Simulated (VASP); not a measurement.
# V3Si (vib): relaxation of cell and atoms with LDA

The system is V3Si (vib).

```
V Si
1.0
     4.60257    0.00000    0.00000
     0.00000    4.60257    0.00000
     0.00000    0.00000    4.60257
V Si
6 2
Direct
  0.25000 0.00000 0.50000
  0.75000 0.00000 0.50000
  0.00000 0.50000 0.25000
  0.00000 0.50000 0.75000
  0.50000 0.75000 0.00000
  0.50000 0.25000 0.00000
  0.00000 0.00000 0.00000
  0.50000 0.50000 0.50000
```

| Item | Value |
| --- | --- |
| Program | VASP 6.6.1 |
| Task | relaxation of cell and atoms |
| Functional | LDA |
| Potentials or basis | VASP PAW LDA potentials, release 64 (V_sv, Si) |
| Cutoff | 500 eV |
| k mesh | 6 × 6 × 6 |
| Occupations | gaussian, width 0.1 eV |
| Spin | no spin polarisation |
| Dipole correction | no |
| Further INCAR settings | ALGO = Normal; EDIFF = 1e-07; IBRION = 2; EDIFFG = -0.002; NSW = 100; ISIF = 3 |

```json
{
 "Relaxed volume": "12.24 Å³/atom",
 "Relaxed cell": "a = 4.609 Å, b = 4.609 Å, c = 4.609 Å, α = 90.00°, β = 90.00°, γ = 90.00°",
 "Space group after relaxing (to 0.05 Å)": "Pm-3n (No. 223)",
 "Energy gained by relaxing": "0.2 meV/atom",
 "Ionic steps": "3",
 "Pressure after relaxing": "0.0 GPa",
 "Band gap on the k mesh": "zero (band 43 reaches 11.31 eV, above the bottom of band 44 at 10.52 eV)"
}
```

Step by step:
```csv
step,energy change (eV),largest force (eV/Å),pressure (GPa),volume (Å³)
1,0.0000,0.0000,0.95,97.50
2,0.0013,0.0000,-1.37,98.53
3,-0.0013,0.0000,-0.01,97.92
```

Final structure:
```xyz
8
Lattice="4.6092 0.0000 0.0000 0.0000 4.6092 0.0000 0.0000 0.0000 4.6092" Properties=species:S:1:pos:R:3 pbc="T T T"
V     1.1523    0.0000    2.3046
V     3.4569    0.0000    2.3046
V     0.0000    2.3046    1.1523
V     0.0000    2.3046    3.4569
V     2.3046    3.4569    0.0000
V     2.3046    1.1523    0.0000
Si    0.0000    0.0000    0.0000
Si    2.3046    2.3046    2.3046
```

Levels at points of the mesh, in eV from the Fermi level:
```
           k point  band 40  band 41  band 42  band 43  band 44  band 45  band 46  band 47
(0.00, 0.00, 0.00)    -0.63    -0.63    -0.63    -0.01    -0.01     2.13     2.13     2.13
(0.50, 0.00, 0.00)    -0.91    -0.74    -0.74    -0.39    -0.39     1.35     1.35     1.97
(0.50, 0.50, 0.00)    -0.09     0.13     0.41     0.41     0.43     0.43     0.47     0.73
(0.50, 0.50, 0.50)    -0.12    -0.12    -0.12     0.10     0.10     0.10     0.10     0.10
```

Wall time 2.4 min on 1 thread of Intel(R) Xeon(R) Platinum 8488C (Sapphire Rapids), with other jobs on the host, peak memory 0.21 GiB.
